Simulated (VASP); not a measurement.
# CSe2 (Cmce) in VASP: further runs

The runs below take CSe2 through single point, relaxation of cell and atoms, with r2SCAN.

Everything below comes from runs of VASP 6.6.1. Logs are shortened: lines on timing, memory, paths and dates and some standing lists are left out, and cuts for length are marked.

### Step 1. The cell of the first run

Symmetry: Cmce, No. 64, orthorhombic system. The conventional cell has a = 6.878 Å, b = 6.006 Å, c = 9.168 Å, α = 90.00°, β = 90.00°, γ = 90.00°. C (site symmetry 2/m) has 2 Se at 1.69 Å within 2.3 Å. Within 2.3 Å of Se (site symmetry m) lie 1 C at 1.69 Å.

### Step 2. Single point, r2SCAN

POSCAR reads:

```
CSe2
1.0
    4.5646781756     -0.0901941818      0.0000000000
    0.7047295174      4.5108511552      0.0000000000
    0.0000000000      0.0000000000      9.1676473514
C Se
2 4
Direct
    0.5000000000      0.5000000000      0.5000000000
    0.0000000000      0.0000000000      0.0000000000
    0.7092819693      0.2907180307      0.6236758182
    0.2907180307      0.7092819693      0.3763241818
    0.7907180307      0.2092819693      0.1236758182
    0.2092819693      0.7907180307      0.8763241818
```

INCAR.step1 reads:

```
PREC = Accurate ; ENCUT = 520
ISMEAR = -1 ; SIGMA = 0.05
LREAL = False ; LASPH = True
NELM = 100 ; NBANDS = 25
GGA = PE ; ALGO = Normal
EDIFF = 1E-4 ; LWAVE = True
LCHARG = False
```

INCAR.step2 reads:

```
PREC = Accurate ; ENCUT = 520
EDIFF = 1E-6 ; ISMEAR = -1
SIGMA = 0.05 ; LREAL = False
LASPH = True ; NELM = 100
ALGO = Normal ; ISIF = 2
LWAVE = False ; LCHARG = False
METAGGA = R2SCAN ; LMIXTAU = True
NBANDS = 25 ; ISTART = 1
```

KPOINTS reads:

```
regular mesh
0
Gamma
  5 5 3
```

Potentials or basis: VASP PAW PBE potentials, release 64 (C, Se).

Launch:

```
cat potpaw_PBE.64/C/POTCAR potpaw_PBE.64/Se/POTCAR > POTCAR
cp INCAR.step1 INCAR
mpirun -np 1 vasp_std > vasp.out
cp INCAR.step2 INCAR
mpirun -np 1 vasp_std > vasp.out
```

OUTCAR:

```text
PREC = Accurate
   ENCUT = 520
   EDIFF = 1E-6
   ISMEAR = -1
   LREAL = False
   LASPH = True
   NELM = 100
   ISIF = 2
   METAGGA = R2SCAN
   ISTART = 1

 ion  position               nearest neighbor table
   1  0.500  0.500  0.500-   3 1.69   4 1.69
   2  0.000  0.000  0.000-   5 1.69   6 1.69
   3  0.709  0.291  0.624-   1 1.69
   4  0.291  0.709  0.376-   1 1.69
   5  0.791  0.209  0.124-   2 1.69
   6  0.209  0.791  0.876-   2 1.69

  LATTYP: Found a base centered orthorhombic cell.
 ALAT       =     6.0057324147
 B/A-ratio  =     1.1452631537
 C/A-ratio  =     1.5264828198

  Lattice vectors:

 A1 = (  -0.7047295174,  -4.5108511552,   0.0000000000)
 A2 = (   4.5646781756,  -0.0901941818,   0.0000000000)
 A3 = (   0.0000000000,   0.0000000000,   9.1676473514)

Analysis of symmetry for initial positions (statically):
=====================================================================
 Subroutine PRICEL returns:
 Original cell was already a primitive cell.

 Routine SETGRP: Setting up the symmetry group for a
 base centered orthorhombic supercell.

 Subroutine GETGRP returns: Found  8 space group operations
 (whereof  4 operations were pure point group operations)
 out of a pool of  8 trial point group operations.

The static configuration has the point symmetry C_2h.
 The point group associated with its full space group is D_2h.

Analysis of symmetry for dynamics (positions and initial velocities):
=====================================================================
 Subroutine PRICEL returns:
 Original cell was already a primitive cell.

 Routine SETGRP: Setting up the symmetry group for a
 base centered orthorhombic supercell.

 Subroutine GETGRP returns: Found  8 space group operations
 (whereof  4 operations were pure point group operations)
 out of a pool of  8 trial point group operations.

The dynamic configuration has the point symmetry C_2h.
 The point group associated with its full space group is D_2h.

 Subroutine INISYM returns: Found  8 space group operations
 (whereof  4 operations are pure point group operations),
 and found     1 'primitive' translations

----------------------------------------------------------------------------------------

                                     Primitive cell

  volume of cell :     189.3499

  direct lattice vectors                    reciprocal lattice vectors
     4.564678176 -0.090194182  0.000000000     0.218399303 -0.034120486  0.000000000
     0.704729517  4.510851155  0.000000000     0.004366880  0.221005415  0.000000000
     0.000000000  0.000000000  9.167647351     0.000000000  0.000000000  0.109079239

  length of vectors
     4.565569169  4.565569169  9.167647351     0.221048554  0.221048554  0.109079239

  position of ions in fractional coordinates (direct lattice)
     0.500000000  0.500000000  0.500000000
     0.000000000  0.000000000  0.000000000
     0.709281969  0.290718031  0.623675818
     0.290718031  0.709281969  0.376324182
     0.790718031  0.209281969  0.123675818
     0.209281969  0.790718031  0.876324182

  ion indices of the primitive-cell ions
   primitive index   ion index
                 1           1
                 2           2
                 3           3
                 4           4
                 5           5
                 6           6

----------------------------------------------------------------------------------------

 KPOINTS: regular mesh

Automatic generation of k-mesh.
 Grid dimensions read from file:
 generate k-points for:    5    5    3

 Generating k-lattice:

  Cartesian coordinates                     Fractional coordinates (reciprocal lattice)
     0.043679861 -0.006824097  0.000000000     0.200000000 -0.000000000  0.000000000
     0.000873376  0.044201083  0.000000000     0.000000000  0.200000000  0.000000000
     0.000000000  0.000000000  0.036359746     0.000000000  0.000000000  0.333333333

  Length of vectors
     0.044209711  0.044209711  0.036359746

  Shift w.r.t. Gamma in fractional coordinates (k-lattice)
     0.000000000  0.000000000  0.000000000

 Subroutine IBZKPT returns following result:
 ===========================================

 Found     18 irreducible k-points:

 Following reciprocal coordinates:
            Coordinates               Weight
  0.000000  0.000000  0.000000      1.000000
  0.200000  0.000000  0.000000      4.000000
  0.400000  0.000000  0.000000      4.000000
  0.200000  0.200000  0.000000      2.000000
  0.400000  0.200000  0.000000      4.000000
 -0.400000  0.200000  0.000000      4.000000
[... 10 lines left out ...]
  0.400000  0.400000  0.333333      4.000000
 -0.400000  0.400000  0.333333      4.000000
   k-points           NKPTS =     18   k-points in BZ     NKDIM =     18   number of bands    NBANDS=     25
   number of dos      NEDOS =    301   number of ions     NIONS =      6
   total plane-waves  NPLWV =  90720
   dimension x,y,z NGX =    36 NGY =   36 NGZ =   70
   dimension x,y,z NGXF=    72 NGYF=   72 NGZF=  140
   ions per type =               2   4
   NGX,Y,Z   is equivalent  to a cutoff of  13.11, 13.11, 12.69 a.u.
   NGXF,Y,Z  is equivalent  to a cutoff of  26.22, 26.22, 25.39 a.u.
 SYSTEM =  unknown system
   PREC   = accura    normal or accurate (medium, high low for compatibility)
   ISTART =      1    job   : 0-new  1-cont  2-samecut
   ICHARG =      0    charge: 1-file 2-atom 10-const
   ISPIN  =      1    spin polarized calculation?
   LNONCOLLINEAR =      F non collinear calculations
   LSORBIT =      F    spin-orbit coupling
   LASPH  =      T    aspherical Exc in radial PAW
   ENCUT  =  520.0 eV  38.22 Ry    6.18 a.u.   8.49  8.49 17.05*2*pi/ulx,y,z
   NELM   =    100;   NELMIN=  2; NELMDL=  0     # of ELM steps
   EDIFF  = 0.1E-05   stopping-criterion for ELM
   LREAL  =      F    real-space projection
   EDIFFG = 0.1E-04   stopping-criterion for IOM
   NSW    =      0    number of steps for IOM
   IBRION =     -1    ionic relax: 0-MD 1-quasi-New 2-CG
   NFREE  =      0    steps in history (QN), initial steepest desc. (CG)
   ISIF   =      2    stress and relaxation
   ISYM   =      2    0-nonsym 1-usesym 2-fastsym
   POTIM  = 0.5000    time-step for ionic-motion
   TEBEG  =    0.0;   TEEND  =   0.0 temperature during run
   PSTRESS=    0.0 pullay stress
   NELECT =      32.0000    total number of electrons
   NUPDOWN=      -1.0000    fix difference up-down
   EMIN   =  10.00;   EMAX   =-10.00  energy-range for DOS
   EFERMI =   0.00;   METHOD = LEGACY
   ISMEAR =    -1;   SIGMA  =   0.05  broadening in eV -4-tet -1-fermi 0-gaus
   EFERMI_NEDOS =   21; number of points for ismear=-14 and -15
   IALGO  =     38    algorithm
   IMIX   =      4    mixing-type and parameters
     AMIX     =   0.40;   BMIX     =  1.00
     AMIX_MAG =   1.60;   BMIX_MAG =  1.00
  volume/ion in A,a.u.               =      31.56       212.97
  Fermi-wavevector in a.u.,A,eV,Ry     =   0.905114  1.710417 11.146310  0.819231
  Thomas-Fermi vector in A             =   2.028642
   LORBIT       =      0    0 simple, 1 ext, 2 COOP (PROOUT), +10 PAW based schemes
   METAGGA = R2SCAN    functional components
   LHFCALC =     F    Hartree Fock is set to
   AEXX    =    0.0000 exact exchange contribution
   IVDW    =     0    specifies the selected vdW correction
   LEPSILON=     F    determine dielectric tensor
   LRPA    =     F    only Hartree local field effects (RPA)
 non-spin polarized calculation
  energy-cutoff  :      520.00
  volume of cell :      189.35
 maximum number of plane-waves:      5121
 NGX is ok and might be reduce to    36
   NGX = 17   NGY = 17   NGZ = 35

 number of electron      31.9999996 magnetization

 Free energy of the ion-electron system (eV)
  ---------------------------------------------------
  ext. energy  EPLUGINS =         0.00000000
  ---------------------------------------------------
  free energy    TOTEN  =       -73.15815365 eV

  energy without entropy =      -73.15815365  energy(sigma->0) =      -73.15815365

 E-fermi :   0.2417     XC(G=0):  -7.6673

 val. band max:       -0.8426409351   @ k =  -0.4000   0.4000   0.0000
 cond. band min:       1.6091273118   @ k =   0.0000   0.0000   0.0000
 fundamental gap:      2.4517682469
 Fermi energy:         0.2416876489

 k-point     1 :       0.0000    0.0000    0.0000
  band No.  band energies     occupation
      1     -16.6071      2.00000
      2     -16.4674      2.00000
      3     -14.4373      2.00000
      4     -14.2221      2.00000
      5      -8.4153      2.00000
      6      -8.0579      2.00000
[... 17 lines left out ...]
     24       6.8779      0.00000
     25       7.4312      0.00000

 k-point     2 :       0.2000    0.0000    0.0000
  band No.  band energies     occupation
      1     -16.5651      2.00000
      2     -16.4503      2.00000
      3     -14.4326      2.00000
      4     -14.2617      2.00000
      5      -8.3968      2.00000
      6      -8.0846      2.00000
[... 17 lines left out ...]
     24       6.2970      0.00000
     25       7.5925      0.00000

 k-point     3 :       0.4000    0.0000    0.0000
  band No.  band energies     occupation
      1     -16.4805      2.00000
      2     -16.4354      2.00000
      3     -14.4093      2.00000
      4     -14.3461      2.00000
      5      -8.3136      2.00000
      6      -8.1783      2.00000
[... 384 lines left out ...]
 k-point    17 :       0.4000    0.4000    0.3333
  band No.  band energies     occupation
      1     -16.4292      2.00000
      2     -16.3883      2.00000
      3     -14.3797      2.00000
      4     -14.3404      2.00000
      5      -8.3316      2.00000
      6      -8.3296      2.00000
[... 17 lines left out ...]
     24       6.5998      0.00000
     25       7.8634      0.00000

 k-point    18 :      -0.4000    0.4000    0.3333
  band No.  band energies     occupation
      1     -16.4159      2.00000
      2     -16.3890      2.00000
      3     -14.3825      2.00000
      4     -14.3632      2.00000
      5      -8.3236      2.00000
      6      -8.2871      2.00000
[... 17 lines left out ...]
     24       6.8767      0.00000
     25       7.8337      0.00000

------------------------ aborting loop because EDIFF is reached ----------------------------------------

  FORCE on cell =-STRESS in cart. coord.  units (eV):
  Direction    XX          YY          ZZ          XY          YZ          ZX
  --------------------------------------------------------------------------------------
  -------------------------------------------------------------------------------------
  Total        0.1928978      0.2784564      0.3677766     -0.2423290     -0.0000000      0.0000000
  in kB        1.6321978      2.3561485      3.1119276     -2.0504574     -0.0000000      0.0000000
  external PRESSURE =       2.3667580 kB  Pullay stress =       0.0000000 kB

 VOLUME and BASIS-vectors are now :
 -----------------------------------------------------------------------------
  energy-cutoff  :      520.00
  volume of cell :      189.35
      direct lattice vectors                 reciprocal lattice vectors
     4.564678176 -0.090194182  0.000000000     0.218399303 -0.034120486  0.000000000
     0.704729517  4.510851155  0.000000000     0.004366880  0.221005415  0.000000000
     0.000000000  0.000000000  9.167647351     0.000000000  0.000000000  0.109079239

 POSITION                                       TOTAL-FORCE (eV/Angst)
 -----------------------------------------------------------------------------------
      2.63470      2.21033      4.58382        -0.000000      0.000000      0.000000
      0.00000      0.00000      0.00000        -0.000000      0.000000      0.000000
      3.44252      1.24741      5.71764         0.065142     -0.077649      0.090090
      1.82689      3.17324      3.45001        -0.065142      0.077649     -0.090090
      3.75686      0.87272      1.13382        -0.065142      0.077649      0.090090
      1.51255      3.54794      8.03383         0.065142     -0.077649     -0.090090
 -----------------------------------------------------------------------------------
    total drift:                               -0.000000      0.000000      0.000000

  FREE ENERGIE OF THE ION-ELECTRON SYSTEM (eV)
  ---------------------------------------------------
  free  energy   TOTEN  =       -73.1581536473 eV

  energy  without entropy=      -73.1581536473  energy(sigma->0) =      -73.15815365
```

Wall time 6.1 min (1 thread of Intel Xeon Platinum 8259CL at 2.50GHz (Skylake/Cascade Lake), shared host); peak memory 0.35 GiB.

Results:

- Free energy: -73.1582 eV
- Pressure: 0.2 GPa
- Largest force: 0.136 eV/Å
- Band gap on the k mesh: 2.45 eV, indirect (least direct gap 2.59 eV)

Forces in eV/Å, atoms in the order of the input:
```
C    0.000  0.000  0.000
C    0.000  0.000  0.000
Se   0.065 -0.078  0.090
Se  -0.065  0.078 -0.090
Se  -0.065  0.078  0.090
Se   0.065 -0.078 -0.090
```

Caveat: the PAW data sets were made with another functional, which shifts forces and pressure a little. r2SCAN opens gaps a little over a GGA but as a rule still falls short of measured ones.

### Step 3. Relaxation of cell and atoms, r2SCAN

This run uses another cell than the first one, of 33.72 Å³/atom, 1.069 times its volume.

POSCAR reads:

```
CSe2
1.0
    4.6596080000      0.0000000000      0.0000000000
    0.8100534564      4.5886555887      0.0000000000
    0.0000000000      0.0000000000      9.4626520000
C Se
2 4
Direct
    0.5000000000      0.5000000000      0.5000000000
    0.0000000000      0.0000000000      0.0000000000
    0.7124220000      0.2875780000      0.6206150000
    0.2875780000      0.7124220000      0.3793850000
    0.7875780000      0.2124220000      0.1206150000
    0.2124220000      0.7875780000      0.8793850000
```

INCAR.step1 reads:

```
ALGO     = Normal         # electronic algorithm
EDIFF    = 1E-4           # SCF threshold, eV
ENCUT    = 600            # plane-wave cutoff, eV
GGA      = PE             # functional
ISMEAR   = -1             # smearing method
LASPH    = True           # aspherical terms in the spheres
LCHARG   = False          # write CHGCAR
LREAL    = False          # projectors in reciprocal space
LWAVE    = True           # write WAVECAR
NELM     = 100            # most SCF steps
PREC     = Accurate       # precision mode
SIGMA    = 0.05           # smearing width, eV
```

INCAR.step2 reads:

```
ALGO     = Normal         # electronic algorithm
EDIFF    = 1E-6           # SCF threshold, eV
EDIFFG   = -0.01          # ionic threshold
ENCUT    = 600            # plane-wave cutoff, eV
IBRION   = 2              # ionic algorithm
ISIF     = 3              # what is computed and relaxed
ISMEAR   = -1             # smearing method
ISTART   = 1            
LASPH    = True           # aspherical terms in the spheres
LCHARG   = False          # write CHGCAR
LMIXTAU  = True         
LREAL    = False          # projectors in reciprocal space
LWAVE    = False          # write WAVECAR
METAGGA  = R2SCAN         # meta-GGA
NELM     = 100            # most SCF steps
NSW      = 80             # ionic steps
PREC     = Accurate       # precision mode
SIGMA    = 0.05           # smearing width, eV
```

KPOINTS reads:

```
k-points
0
Gamma
  5 5 3
```

Potentials or basis: VASP PAW PBE potentials, release 64 (C, Se).

Launch:

```
cat potpaw_PBE.64/C/POTCAR potpaw_PBE.64/Se/POTCAR > POTCAR
cp INCAR.step1 INCAR
mpirun -np 1 vasp_std > vasp.out
cp INCAR.step2 INCAR
mpirun -np 1 vasp_std > vasp.out
```

Run time: 69 min. Hardware: 1 thread of AMD EPYC 9R45 (Zen 5), shared host; peak memory 0.39 GiB.

It converged, with:

| Property | Result |
| --- | --- |
| Free energy | -73.1680 eV |
| Relaxed volume | 31.14 Å³/atom |
| Relaxed cell | a = 4.541 Å, b = 4.541 Å, c = 9.158 Å, α = 90.00°, β = 90.00°, γ = 81.71° |
| Space group after relaxing (to 0.05 Å) | Cmce (No. 64) |
| Energy gained by relaxing | 5.0 meV/atom |
| Ionic steps | 14 |
| Pressure after relaxing | 0.0 GPa |
| Largest force after relaxing | 0.007 eV/Å |
| Band gap on the k mesh | 2.43 eV, indirect (least direct gap 2.57 eV) |

Forces on the atoms (eV/Å):
```
C    0.000  0.000  0.000
C    0.000  0.000  0.000
Se  -0.001  0.001  0.007
Se   0.001 -0.001 -0.007
Se   0.001 -0.001  0.007
Se  -0.001  0.001 -0.007
```

Step by step:
```
step  energy change (eV)  largest force (eV/Å)  pressure (GPa)  volume (Å³)
   1              0.0000                0.5299           -1.22       202.32
   2              0.1296                1.9075            3.32       194.91
   3             -0.0170                0.0319           -0.17       200.37
   4             -0.0170                0.0445           -0.15       200.33
   5             -0.0184                0.0418           -0.14       199.47
   6             -0.0222                0.0349           -0.12       196.88
   7             -0.0277                0.0219           -0.07       191.77
   8             -0.0272                0.0150            0.13       181.77
   9             -0.0296                0.0166            0.02       187.24
  10             -0.0296                0.0159            0.02       186.91
  11             -0.0289                0.1285           -0.26       187.23
  12             -0.0296                0.0131           -0.02       186.95
  13             -0.0298                0.0107           -0.01       186.93
  14             -0.0301                0.0068            0.01       186.86
```

Final structure:
```yaml
crystal:
  lattice:
    - [4.54048, -0.06802, 0.00000]
    - [0.72236, 4.48317, 0.00000]
    - [0.00000, 0.00000, 9.15752]
  atoms:
    - { symbol: C, position: [0.50000, 0.50000, 0.50000] }
    - { symbol: C, position: [0.00000, 0.00000, 0.00000] }
    - { symbol: Se, position: [0.71369, 0.28631, 0.62277] }
    - { symbol: Se, position: [0.28631, 0.71369, 0.37723] }
    - { symbol: Se, position: [0.78631, 0.21369, 0.12277] }
    - { symbol: Se, position: [0.21369, 0.78631, 0.87723] }
```

Levels at points of the mesh, in eV from the valence-band top:
```csv
k point,band 13,band 14,band 15,band 16,band 17,band 18,band 19,band 20
"(0.00, 0.00, 0.00)",-1.19,-0.92,-0.86,-0.44,2.43,2.75,3.15,3.62
```

Caveat: the PAW data sets were made with another functional, which shifts forces and pressure a little. r2SCAN opens gaps a little over a GGA but as a rule still falls short of measured ones.
